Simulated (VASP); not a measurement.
# Si2Mo (I4/mmm) in VASP: notebook

The runs below take Si2Mo through vibrations by perturbation theory, density of states, with PBEsol, PBEsol+U.

All numbers are computed with VASP 6.6.1; they aren't measurements. Logs are shortened: lines on timing, memory, paths and dates and some standing lists are left out, and cuts for length are marked.

## Step 1: The cell of the first run

The structure is tetragonal, space group I4/mmm (No. 139). Conventional cell: a = 3.200 Å, b = 3.200 Å, c = 7.861 Å, α = 90.00°, β = 90.00°, γ = 90.00°. Within 3.5 Å of Mo (site symmetry 4/mmm) lie 10 Si at 2.62 Å and 4 Mo at 3.20 Å. Si (site symmetry 4mm) has 9 Si at 2.61 to 3.20 Å and 5 Mo at 2.62 Å within 3.4 Å.

## Step 2: Vibrations by perturbation theory, PBEsol

File INCAR:

```
PREC = Accurate
ENCUT = 520
EDIFF = 1E-8
ISMEAR = -1
SIGMA = 0.05
LREAL = False
LASPH = True
NELM = 80
ALGO = Normal
ISIF = 2
LWAVE = False
LCHARG = False
GGA = PS
NBANDS = 18
IBRION = 8
NSW = 1
```

File KPOINTS:

```
regular mesh
0
Gamma
  12 12 12
```

File POSCAR:

```
Si2Mo
1.0
   -1.6000000000      1.6000000000      3.9305000000
    1.6000000000     -1.6000000000      3.9305000000
    1.6000000000      1.6000000000     -3.9305000000
Mo Si
1 2
Direct
    0.0000000000      0.0000000000      0.0000000000
    0.6670000000      0.6670000000      0.0000000000
    0.3330000000      0.3330000000      0.0000000000
```

Potentials or basis: VASP PAW PBE potentials, release 64 (Mo_sv, Si).

On the command line:

```sh
$ cat potpaw_PBE.64/Mo_sv/POTCAR potpaw_PBE.64/Si/POTCAR > POTCAR
$ mpirun -np 1 vasp_std > vasp.out
```

OUTCAR:

```text
PREC = Accurate
   ENCUT = 520
   EDIFF = 1E-8
   ISMEAR = -1
   LREAL = False
   LASPH = True
   NELM = 80
   ISIF = 2
   GGA = PS
   IBRION = 8
   NSW = 1

 ion  position               nearest neighbor table
   1  0.000  0.000  0.000-   2 2.62   3 2.62   2 2.62   3 2.62   2 2.62   3 2.62   3 2.62   2 2.62
                             2 2.62   3 2.62
   2  0.667  0.667  0.000-   3 2.61   3 2.61   3 2.61   3 2.61   1 2.62   1 2.62   1 2.62   1 2.62
                             1 2.62   3 2.63
   3  0.333  0.333  0.000-   2 2.61   2 2.61   2 2.61   2 2.61   1 2.62   1 2.62   1 2.62   1 2.62
                             1 2.62   2 2.63

  LATTYP: Found a body centered tetragonal cell.
 ALAT       =     3.2000000000
 C/A-ratio  =     2.4565625000

  Lattice vectors:

 A1 = (  -1.6000000000,   1.6000000000,   3.9305000000)
 A2 = (   1.6000000000,  -1.6000000000,   3.9305000000)
 A3 = (   1.6000000000,   1.6000000000,  -3.9305000000)

Analysis of symmetry for initial positions (statically):
=====================================================================
 Subroutine PRICEL returns:
 Original cell was already a primitive cell.

 Routine SETGRP: Setting up the symmetry group for a
 body centered tetragonal supercell.

 Subroutine GETGRP returns: Found 16 space group operations
 (whereof 16 operations were pure point group operations)
 out of a pool of 16 trial point group operations.

The static configuration has the point symmetry D_4h.

Analysis of symmetry for dynamics (positions and initial velocities):
=====================================================================
 Subroutine PRICEL returns:
 Original cell was already a primitive cell.

 Routine SETGRP: Setting up the symmetry group for a
 body centered tetragonal supercell.

 Subroutine GETGRP returns: Found 16 space group operations
 (whereof 16 operations were pure point group operations)
 out of a pool of 16 trial point group operations.

The dynamic configuration has the point symmetry D_4h.
[... 685 lines left out ...]
      0.00000      0.00000      0.00000        -0.000000     -0.000000     -0.000000
      0.00000      0.00000      5.24329        -0.000000     -0.000000     -0.322370
      0.00000      0.00000      2.61771         0.000000      0.000000      0.322370
 -----------------------------------------------------------------------------------
    total drift:                                0.000000      0.000000     -0.000000

  FREE ENERGIE OF THE ION-ELECTRON SYSTEM (eV)
  ---------------------------------------------------
  free  energy   TOTEN  =       -25.0716693145 eV

  energy  without entropy=      -25.0694434739  energy(sigma->0) =      -25.07055639

[... ionic steps 2 to 3 ...]

--------------------------------------- Ionic step        4  -------------------------------------------

------------------------ aborting loop because EDIFF is reached ----------------------------------------
[... 11 lines left out ...]
[... ionic steps 8 to 8 ...]

--------------------------------------- Ionic step        9  -------------------------------------------

 Free energy of the ion-electron system (eV)
  ---------------------------------------------------
  ---------------------------------------------------
  free energy    TOTEN  =        -0.02247018 eV

  energy without entropy =       -0.02247159

------------------------ aborting loop because EDIFF is reached ----------------------------------------

 INTERNAL STRAIN TENSOR  FOR ION    2  DIRECTION 3   (eV/Angst):
 -----------------------------------------------------------------------------
    -1.32537  0.00000  0.00000
     0.00000 -1.32537  0.00000
     0.00000 -0.00000 -2.17184

 INTERNAL STRAIN TENSOR FOR ION    3 for displacements in x,y,z  (eV/Angst):
          X           Y           Z          XY          YZ          ZX
  --------------------------------------------------------------------------------
  x     0.00000     0.00000     0.00000     0.00000     0.00000     0.70095
  y    -0.00000     0.00000     0.00000     0.00000     1.48074     0.00000
  z     1.32537     1.32537     2.17184     0.00000     0.00000     0.00000

 SECOND DERIVATIVES (NOT SYMMETRIZED)
 ------------------------------------
               1X          1Y          1Z          2X          2Y          2Z          3X          3Y          3Z
  1X    -9.338958   -0.000000    0.000000    4.669479    0.000000    0.000000    4.669479   -0.000000    0.000000
  1Y     0.000000   -9.338958    0.000000    0.000000    4.669479    0.000000    0.000000    4.669479    0.000000
  1Z     0.000000    0.000000  -12.849943    0.000000    0.000000    6.424972    0.000000    0.000000    6.424972
  2X     4.669038    0.000000    0.000000   -8.007440    0.000000    0.000000    3.338402    0.000000    0.000000
  2Y    -0.000000    4.669038   -0.000000    0.000000   -8.007440   -0.000000   -0.000000    3.338402    0.000000
  2Z     0.000000    0.000000    6.425850    0.000000    0.000000  -12.352875    0.000000    0.000000    5.927025
  3X     4.669038    0.000000    0.000000    3.338402    0.000000    0.000000   -8.007440    0.000000    0.000000
  3Y    -0.000000    4.669038   -0.000000   -0.000000    3.338402    0.000000    0.000000   -8.007440   -0.000000
  3Z     0.000000    0.000000    6.425850    0.000000    0.000000    5.927025    0.000000    0.000000  -12.352875

 Eigenvectors and eigenvalues of the dynamical matrix
 ----------------------------------------------------

   1 f  =   12.612478 THz    79.246535 2PiTHz  420.706974 cm-1    52.160993 meV
             X         Y         Z           dx          dy          dz
      0.000000  0.000000  0.000000     0.000000    0.000000   -0.000000
      0.000000  0.000000  5.243287     0.000000    0.000000   -0.707107
      0.000000  0.000000  2.617713    -0.000000   -0.000000    0.707107
[... 43 lines left out ...]
   9 f/i=    0.000310 THz     0.001951 2PiTHz    0.010356 cm-1     0.001284 meV
             X         Y         Z           dx          dy          dz
      0.000000  0.000000  0.000000     0.000000   -0.000000    0.794204
      0.000000  0.000000  5.243287     0.000000   -0.000000    0.429675
      0.000000  0.000000  2.617713     0.000000   -0.000000    0.429675

--------------------------------------------------------------------------------------------------------

 ELASTIC MODULI CONTR FROM IONIC RELAXATION (kBar)
 Direction    XX          YY          ZZ          XY          YZ          ZX
 --------------------------------------------------------------------------------
 XX          -7.6506     -7.6506    -12.5367      0.0000      0.0000     -0.0000
 YY          -7.6506     -7.6506    -12.5367      0.0000      0.0000     -0.0000
 ZZ         -12.5367    -12.5367    -20.5435      0.0000      0.0000     -0.0000
 XY           0.0000      0.0000      0.0000      0.0000      0.0000      0.0000
 YZ           0.0000      0.0000      0.0000      0.0000    -15.3856      0.0000
 ZX          -0.0000     -0.0000     -0.0000      0.0000      0.0000     -3.4477
 --------------------------------------------------------------------------------
```

OSZICAR:

```text
N       E                     dE             d eps       ncg     rms          rms(c)
DAV:   1     0.118735709284E+03    0.11874E+03   -0.11286E+04  5868   0.116E+03
DAV:   2    -0.229323659227E+02   -0.14167E+03   -0.13867E+03  7010   0.298E+02
DAV:   3    -0.260408946292E+02   -0.31085E+01   -0.30708E+01  7280   0.391E+01
DAV:   4    -0.260586021772E+02   -0.17708E-01   -0.17693E-01  6884   0.317E+00
[... 79 lines left out ...]
RMM:   8    -0.224696171657E-01    0.70442E-06    0.19250E-08  9756   0.600E-04    0.281E-04
RMM:   9    -0.224700971272E-01   -0.47996E-06   -0.37220E-09  9752   0.232E-04    0.369E-05
RMM:  10    -0.224701703432E-01   -0.73216E-07   -0.23624E-09 10573   0.741E-05    0.165E-05
RMM:  11    -0.224701791161E-01   -0.87730E-08   -0.20056E-10  9980   0.204E-05    0.289E-06
 Linear response finished
```

stdout:

```text
POSCAR found type information on POSCAR MoSi
 POSCAR found :  2 types and       3 ions
 scaLAPACK will be used
 -----------------------------------------------------------------------------
|                                                                             |
|                                                                             |
|     You enforced a specific xc type in the INCAR file but a different       |
|     I HOPE YOU KNOW WHAT YOU ARE DOING!                                     |
|                                                                             |
 -----------------------------------------------------------------------------

 LDA part: xc-table for (Slater+PW92), standard interpolation
 POSCAR, INCAR and KPOINTS ok, starting setup
 FFT: planning ... GRIDC
 FFT: planning ... GRID_SOFT
 FFT: planning ... GRID
 WAVECAR not read
 entering main loop
 Linear response reoptimize wavefunctions to high precision
 Linear response DOF=           4
 Linear response progress:
 first order change of Fermi-energy  -0.76702E-03
 force on displaced ion       1 direction 1 :  -9.339  -0.000  -0.000
 Linear response progress:
 first order change of Fermi-energy   0.49517E-03
 force on displaced ion       1 direction 3 :  -0.000  -0.000 -12.850
 Linear response progress:
 first order change of Fermi-energy   0.39184E-04
 force on displaced ion       2 direction 1 :  -8.007   0.000  -0.000
 Linear response progress:
 first order change of Fermi-energy   0.70196E+00
 force on displaced ion       2 direction 3 :   0.000   0.000 -12.353
 Linear response finished
```

Run time: 13 min. Hardware: 1 thread of Intel Xeon 6975P-C (Granite Rapids), shared host; peak memory 1 GiB.

Results:

* Highest phonon frequency at Γ, LO-TO splitting left out: 421 cm⁻¹

Phonon frequencies in cm⁻¹ (negative: imaginary):
```tsv
q point	frequencies
(0.000, 0.000, 0.000)	0 0 0 268 268 314 331 331 421
```

Caveat: the cell wasn't relaxed at this level first, which shifts response properties.

## Step 3: Density of states, PBEsol+U

POSCAR is that of step 2.

File INCAR.step1:

```
SYSTEM = Si2Mo
PREC = Accurate
ENCUT = 520
EDIFF = 1E-6
ISMEAR = -1
SIGMA = 0.05
LREAL = .False.
LASPH = .True.
NELM = 150
ALGO = Normal
ISIF = 2
LWAVE = .False.
LCHARG = .True.
LMAXMIX = 4
LDAU = .True.
LDAUTYPE = 2
LDAUL = 2 -1
LDAUU = 4 0
LDAUJ = 0 0
LDAUPRINT = 1
GGA = PS
NBANDS = 18
```

File KPOINTS.step1:

```
regular mesh
0
Gamma
  12 12 12
  0 0 0
```

File INCAR.step2:

```
SYSTEM = Si2Mo
PREC = Accurate
ENCUT = 520
EDIFF = 1E-6
ISMEAR = -5
SIGMA = 0.05
LREAL = .False.
LASPH = .True.
NELM = 150
ALGO = Normal
ISIF = 2
LWAVE = .False.
LCHARG = .False.
LMAXMIX = 4
LDAU = .True.
LDAUTYPE = 2
LDAUL = 2 -1
LDAUU = 4 0
LDAUJ = 0 0
LDAUPRINT = 1
GGA = PS
LORBIT = 11
NEDOS = 2001
ICHARG = 11
```

File KPOINTS.step2:

```
regular mesh
0
Gamma
  18 18 18
  0 0 0
```

Potentials or basis: VASP PAW PBE potentials, release 64 (Mo_sv, Si).

On the command line:

```sh
$ cat potpaw_PBE.64/Mo_sv/POTCAR potpaw_PBE.64/Si/POTCAR > POTCAR
$ cp INCAR.step1 INCAR
$ cp KPOINTS.step1 KPOINTS
$ mpirun -np 1 vasp_std > vasp.out
$ cp INCAR.step2 INCAR
$ cp KPOINTS.step2 KPOINTS
$ mpirun -np 1 vasp_std > vasp.out
```

It took 4.7 min on 1 thread of Intel Xeon Platinum 8124M at 3.00GHz (Skylake/Cascade Lake), shared host; peak memory 0.43 GiB.

It converged, with:

```
Valence electrons inside the program's atomic spheres : Mo 12.63; Si 1.62
```

Levels at points of the mesh, in eV from the Fermi level:
| k point | band 9 | band 10 | band 11 | band 12 | band 13 | band 14 |
| --- | --- | --- | --- | --- | --- | --- |
| (0.00, 0.00, 0.00) | -2.71 | -2.61 | 0.26 | 3.04 | 3.04 | 3.59 |
| (0.50, 0.00, 0.00) | -2.62 | -2.45 | -0.60 | 2.71 | 3.00 | 4.08 |
| (0.50, 0.50, 0.00) | -4.47 | -3.13 | -1.21 | 2.93 | 2.95 | 2.97 |
| (0.50, 0.50, 0.50) | -0.66 | -0.66 | -0.55 | -0.55 | 0.39 | 4.59 |

Eigenvalues of the final occupation matrices:
| site | spin | trace | eigenvalues |
| --- | --- | --- | --- |
| site 1 d | 1 | 2.09 | 0.29 0.35 0.48 0.48 0.50 |
| site 1 d | 2 | 2.09 | 0.29 0.35 0.48 0.48 0.50 |

Caveat: U without spin polarisation on a metal has little footing; the U is typed as a test and isn't derived for this compound.
